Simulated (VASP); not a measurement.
# Hf3O2 (P-3m1) in VASP: relaxation of cell and atoms with PBE

Aim: the relaxation of cell and atoms of Hf3O2 with PBE.

Program: VASP 6.6.1. These are calculated values, not measurements. Logs are shortened: lines on timing, memory, paths and dates and some standing lists are left out, and cuts for length are marked.

## Step 1: The cell of the first run

Symmetry: P-3m1, No. 164, trigonal system. Conventional cell: a = 3.271 Å, b = 3.271 Å, c = 9.779 Å, α = 90.00°, β = 90.00°, γ = 120.00°. Within 4.3 Å of Hf (site symmetry -3m) lie 12 Hf at 3.25 to 3.27 Å and 6 O at 4.00 Å. Hf (site symmetry 3m) has 3 O at 2.08 Å within 2.8 Å. Within 2.8 Å of O (site symmetry 3m) lie 3 Hf at 2.08 Å.

## Step 2: Relaxation of cell and atoms, PBE

File INCAR:

```
PREC = Accurate ; ENCUT = 600
EDIFF = 1E-6 ; ISMEAR = 0
SIGMA = 0.1 ; LREAL = False
LASPH = True ; NELM = 80
ALGO = Normal ; ISIF = 3
LWAVE = False ; LCHARG = False
GGA = PE ; IBRION = 2
NSW = 100 ; EDIFFG = -0.01
```

File KPOINTS:

```
Automatic mesh
0
Gamma
  12 12 4
```

File POSCAR:

```
Hf3O2
1.0
    3.2714464686      0.0000000000      0.0000000000
   -1.6357232343      2.8331557489      0.0000000000
    0.0000000000      0.0000000000      9.7789479660
Hf O
3 2
Direct
    0.0000000000      0.0000000000      0.0000000000
    0.3333333333      0.6666666667      0.7296347670
    0.6666666667      0.3333333333      0.2703652330
    0.3333333333      0.6666666667      0.3601303204
    0.6666666667      0.3333333333      0.6398696796
```

Potentials or basis: VASP PAW PBE potentials, release 64 (Hf_pv, O).

On the command line:

```
> cat potpaw_PBE.64/Hf_pv/POTCAR potpaw_PBE.64/O/POTCAR > POTCAR
> mpirun -np 1 vasp_std > vasp.out
```

OUTCAR:

```text
PREC = Accurate
   ENCUT = 600
   EDIFF = 1E-6
   ISMEAR = 0
   LREAL = False
   LASPH = True
   NELM = 80
   ISIF = 3
   GGA = PE
   IBRION = 2
   NSW = 100
   EDIFFG = -0.01

 ion  position               nearest neighbor table
   1  0.000  0.000  0.000-   2 3.25   3 3.25   2 3.25   3 3.25   3 3.25   2 3.25
   2  0.333  0.667  0.730-   5 2.08   5 2.08   5 2.08   1 3.25   1 3.25   1 3.25
   3  0.667  0.333  0.270-   4 2.08   4 2.08   4 2.08   1 3.25   1 3.25   1 3.25
   4  0.333  0.667  0.360-   3 2.08   3 2.08   3 2.08
   5  0.667  0.333  0.640-   2 2.08   2 2.08   2 2.08

  LATTYP: Found a hexagonal cell.
 ALAT       =     3.2714464686
 C/A-ratio  =     2.9891817151

  Lattice vectors:

 A1 = (   3.2714464686,   0.0000000000,   0.0000000000)
 A2 = (  -1.6357232343,   2.8331557489,   0.0000000000)
 A3 = (   0.0000000000,   0.0000000000,   9.7789479660)

Analysis of symmetry for initial positions (statically):
=====================================================================
 Subroutine PRICEL returns:
 Original cell was already a primitive cell.

 Routine SETGRP: Setting up the symmetry group for a
 hexagonal supercell.

 Subroutine GETGRP returns: Found 12 space group operations
 (whereof 12 operations were pure point group operations)
 out of a pool of 24 trial point group operations.

The static configuration has the point symmetry D_3d.

Analysis of symmetry for dynamics (positions and initial velocities):
=====================================================================
 Subroutine PRICEL returns:
 Original cell was already a primitive cell.

 Routine SETGRP: Setting up the symmetry group for a
 hexagonal supercell.

 Subroutine GETGRP returns: Found 12 space group operations
 (whereof 12 operations were pure point group operations)
 out of a pool of 24 trial point group operations.

The dynamic configuration has the point symmetry D_3d.

 Subroutine INISYM returns: Found 12 space group operations
 (whereof 12 operations are pure point group operations),
 and found     1 'primitive' translations

----------------------------------------------------------------------------------------

                                     Primitive cell

  volume of cell :      90.6363

  direct lattice vectors                    reciprocal lattice vectors
     3.271446469  0.000000000  0.000000000     0.305675184  0.176481650  0.000000000
    -1.635723234  2.833155749  0.000000000     0.000000000  0.352963299  0.000000000
     0.000000000  0.000000000  9.778947966     0.000000000  0.000000000  0.102260489

  length of vectors
     3.271446469  3.271446469  9.778947966     0.352963299  0.352963299  0.102260489

  position of ions in fractional coordinates (direct lattice)
     0.000000000  0.000000000  0.000000000
     0.333333333  0.666666667  0.729634767
     0.666666667  0.333333333  0.270365233
     0.333333333  0.666666667  0.360130320
     0.666666667  0.333333333  0.639869680

  ion indices of the primitive-cell ions
   primitive index   ion index
                 1           1
                 2           2
                 3           3
                 4           4
                 5           5

----------------------------------------------------------------------------------------

 KPOINTS: Automatic mesh

Automatic generation of k-mesh.
 Grid dimensions read from file:
 generate k-points for:   12   12    4

 Generating k-lattice:

  Cartesian coordinates                     Fractional coordinates (reciprocal lattice)
     0.025472932  0.014706804  0.000000000     0.083333333  0.000000000  0.000000000
     0.000000000  0.029413608  0.000000000     0.000000000  0.083333333  0.000000000
     0.000000000  0.000000000  0.025565122     0.000000000  0.000000000  0.250000000

  Length of vectors
     0.029413608  0.029413608  0.025565122

  Shift w.r.t. Gamma in fractional coordinates (k-lattice)
     0.000000000  0.000000000  0.000000000

 Subroutine IBZKPT returns following result:
 ===========================================

 Found     69 irreducible k-points:

 Following reciprocal coordinates:
            Coordinates               Weight
  0.000000  0.000000  0.000000      1.000000
  0.083333 -0.000000  0.000000      6.000000
  0.166667  0.000000  0.000000      6.000000
  0.250000  0.000000  0.000000      6.000000
  0.333333  0.000000  0.000000      6.000000
  0.416667  0.000000  0.000000      6.000000
[... 16 lines left out ...]
  0.166667  0.000000  0.250000      6.000000
  0.000000  0.166667  0.250000      6.000000
 [... further k-points ...]
   k-points           NKPTS =     69   k-points in BZ     NKDIM =     69   number of bands    NBANDS=     25
   number of dos      NEDOS =    301   number of ions     NIONS =      5
   total plane-waves  NPLWV =  62720
   dimension x,y,z NGX =    28 NGY =   28 NGZ =   80
   dimension x,y,z NGXF=    56 NGYF=   56 NGZF=  160
   ions per type =               3   2
   NGX,Y,Z   is equivalent  to a cutoff of  14.23, 14.23, 13.60 a.u.
   NGXF,Y,Z  is equivalent  to a cutoff of  28.46, 28.46, 27.20 a.u.
 SYSTEM =  unknown system
   PREC   = accura    normal or accurate (medium, high low for compatibility)
   ISTART =      0    job   : 0-new  1-cont  2-samecut
   ICHARG =      2    charge: 1-file 2-atom 10-const
   ISPIN  =      1    spin polarized calculation?
   LNONCOLLINEAR =      F non collinear calculations
   LSORBIT =      F    spin-orbit coupling
   LASPH  =      T    aspherical Exc in radial PAW
   ENCUT  =  600.0 eV  44.10 Ry    6.64 a.u.   6.53  6.53 19.53*2*pi/ulx,y,z
   NELM   =     80;   NELMIN=  2; NELMDL= -5     # of ELM steps
   EDIFF  = 0.1E-05   stopping-criterion for ELM
   LREAL  =      F    real-space projection
   EDIFFG = -.1E-01   stopping-criterion for IOM
   NSW    =    100    number of steps for IOM
   IBRION =      2    ionic relax: 0-MD 1-quasi-New 2-CG
   NFREE  =      1    steps in history (QN), initial steepest desc. (CG)
   ISIF   =      3    stress and relaxation
   ISYM   =      2    0-nonsym 1-usesym 2-fastsym
   POTIM  = 0.5000    time-step for ionic-motion
   TEBEG  =    0.0;   TEEND  =   0.0 temperature during run
   PSTRESS=    0.0 pullay stress
   NELECT =      42.0000    total number of electrons
   NUPDOWN=      -1.0000    fix difference up-down
   EMIN   =  10.00;   EMAX   =-10.00  energy-range for DOS
   EFERMI =   0.00;   METHOD = LEGACY
   ISMEAR =     0;   SIGMA  =   0.10  broadening in eV -4-tet -1-fermi 0-gaus
   EFERMI_NEDOS =   21; number of points for ismear=-14 and -15
   IALGO  =     38    algorithm
   IMIX   =      4    mixing-type and parameters
     AMIX     =   0.40;   BMIX     =  1.00
     AMIX_MAG =   1.60;   BMIX_MAG =  1.00
  volume/ion in A,a.u.               =      18.13       122.33
  Fermi-wavevector in a.u.,A,eV,Ry     =   1.266846  2.393992 21.835971  1.604899
  Thomas-Fermi vector in A             =   2.400025
   LORBIT       =      0    0 simple, 1 ext, 2 COOP (PROOUT), +10 PAW based schemes
   GGA     = PE    functional components
   LHFCALC =     F    Hartree Fock is set to
   AEXX    =    0.0000 exact exchange contribution
   IVDW    =     0    specifies the selected vdW correction
   LEPSILON=     F    determine dielectric tensor
   LRPA    =     F    only Hartree local field effects (RPA)
 conjugate gradient relaxation of ions
 non-spin polarized calculation
 Gauss-broadening in eV      SIGMA  =   0.10
  energy-cutoff  :      600.00
  volume of cell :       90.64
 maximum number of plane-waves:      3075
 NGX is ok and might be reduce to    28
   NGX = 13   NGY = 13   NGZ = 39

--------------------------------------- Ionic step        1  -------------------------------------------

 number of electron      42.0000001 magnetization

 Free energy of the ion-electron system (eV)
  ---------------------------------------------------
  ext. energy  EPLUGINS =         0.00000000
  ---------------------------------------------------
  free energy    TOTEN  =       -49.04746761 eV

  energy without entropy =      -49.03041676  energy(sigma->0) =      -49.03894218

------------------------ aborting loop because EDIFF is reached ----------------------------------------

  FORCE on cell =-STRESS in cart. coord.  units (eV):
  Direction    XX          YY          ZZ          XY          YZ          ZX
  --------------------------------------------------------------------------------------
  -------------------------------------------------------------------------------------
  Total       -0.9805547     -0.9805547     -0.4753487      0.0000000      0.0000000      0.0000000
  in kB      -17.3332495    -17.3332495     -8.4027311      0.0000000      0.0000000      0.0000000
  external PRESSURE =     -14.3564100 kB  Pullay stress =       0.0000000 kB
[... 141 lines left out ...]
  energy  without entropy=      -49.0352645087  energy(sigma->0) =      -49.04352638

--------------------------------------- Ionic step        5  -------------------------------------------

 number of electron      42.0000002 magnetization

 Free energy of the ion-electron system (eV)
  ---------------------------------------------------
  ext. energy  EPLUGINS =         0.00000000
  ---------------------------------------------------
  free energy    TOTEN  =       -49.05180165 eV

  energy without entropy =      -49.03532847  energy(sigma->0) =      -49.04356506

 E-fermi :   4.1271     XC(G=0): -10.5955

 val. band max:        4.1259369008   @ k =  -0.1667   0.5000   0.2500
 cond. band min:       4.1431868331   @ k =   0.4167   0.1667   0.0000
 fundamental gap:      0.0172499323
 Fermi energy:         4.1271495953

 k-point     1 :       0.0000    0.0000    0.0000
  band No.  band energies     occupation
      1     -27.1860      2.00000
      2     -27.1604      2.00000
      3     -26.8712      2.00000
      4     -26.8712      2.00000
      5     -26.8706      2.00000
      6     -26.8706      2.00000
[... 661 lines left out ...]
     24       6.1541      0.00000
     25       6.2943      0.00000

 [... further k-points ...]
[... 5 lines left out ...]
  --------------------------------------------------------------------------------------
  -------------------------------------------------------------------------------------
  Total       -0.0085897     -0.0085897      0.0073012      0.0000000      0.0000000      0.0000000
  in kB       -0.1533388     -0.1533388      0.1303370      0.0000000      0.0000000      0.0000000
  external PRESSURE =      -0.0587802 kB  Pullay stress =       0.0000000 kB
[... 20 lines left out ...]
  FREE ENERGIE OF THE ION-ELECTRON SYSTEM (eV)
  ---------------------------------------------------
  free  energy   TOTEN  =       -49.0518016512 eV

  energy  without entropy=      -49.0353284660  energy(sigma->0) =      -49.04356506

 reached required accuracy - stopping structural energy minimisation
```

It took 17 min on 1 thread of AMD EPYC 7R43 (Zen 3), shared host; peak memory 0.32 GiB.

What came out:

- Free energy: -49.0518 eV
- Relaxed volume: 17.95 Å³/atom
- Relaxed cell: a = 3.259 Å, b = 3.259 Å, c = 9.759 Å, α = 90.00°, β = 90.00°, γ = 120.00°
- Space group after relaxing (to 0.05 Å): P-3m1 (No. 164)
- Energy gained by relaxing: 0.9 meV/atom
- Ionic steps: 5
- Pressure after relaxing: 0.0 GPa
- Band gap on the k mesh: zero (band 21 reaches 5.74 eV, above the bottom of band 22 at 3.63 eV)

Forces in eV/Å, atoms in the order of the input:
```
Hf   0.000  0.000  0.000
Hf   0.000  0.000  0.001
Hf   0.000  0.000 -0.001
O    0.000  0.000 -0.002
O    0.000  0.000  0.002
```

Step by step:
```tsv
step	energy change (eV)	largest force (eV/Å)	pressure (GPa)	volume (Å³)
1	0.0000	0.1218	-1.44	90.64
2	0.0090	0.3045	2.52	88.52
3	-0.0042	0.0448	-0.05	89.87
4	-0.0043	0.0130	-0.01	89.78
5	-0.0043	0.0023	-0.01	89.75
```

Final structure:
```
Hf O
1.0
     3.25867    0.00000    0.00000
    -1.62933    2.82209    0.00000
     0.00000    0.00000    9.75942
Hf O
3 2
Direct
  0.00000 0.00000 0.00000
  0.33333 0.66667 0.72976
  0.66667 0.33333 0.27024
  0.33333 0.66667 0.36007
  0.66667 0.33333 0.63993
```

Caveat: spin-orbit coupling is left out, which moves the levels of the heavy elements.
